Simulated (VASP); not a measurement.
A run of VASP 6.6.1 is set up as follows.

INCAR

```
SYSTEM = Zr3F2
PREC = Accurate
ENCUT = 520
EDIFF = 1E-6
ISMEAR = 0
SIGMA = 0.1
LREAL = .False.
LASPH = .True.
NELM = 100
ALGO = Normal
ISIF = 2
LWAVE = .False.
LCHARG = .False.
GGA = PE
NBANDS = 33
```

The input KPOINTS:

```
regular mesh
0
Gamma
  6 6 4
  0 0 0
```

The input POSCAR:

```
Zr3F2
1.0
    5.4472226261      0.0000000033      0.0000000000
   -2.7236113159      4.7174331726      0.0000000000
    0.0000000000      0.0000000000      4.3371269341
Zr F
3 2
Direct
    0.5000000000      0.0000000000      0.0000000000
    0.0000000000      0.5000000000      0.0000000000
    0.5000000000      0.5000000000      0.0000000000
    0.0000000000      0.0000000000      0.5000000000
    0.0000000000      0.0000000000      0.0000000000
```

Potentials or basis: VASP PAW PBE potentials, release 64 (Zr_sv, F).

The run is started by

```console
$ cat potpaw_PBE.64/Zr_sv/POTCAR potpaw_PBE.64/F/POTCAR > POTCAR
$ mpirun -np 1 vasp_std > vasp.out
```

Problem. Estimate the band gap on the k mesh.

Solution. Zero (band 25 reaches 5.23 eV, above the bottom of band 26 at 4.63 eV).

Problem. Estimate the pressure.

Solution. 0.0 GPa.

Stress tensor (GPa, compression positive):
```
 0.05  0.00  0.00
 0.00  0.05  0.00
 0.00  0.00 -0.07
```

Caveat: the k points lie up to 0.36 Å⁻¹ apart.
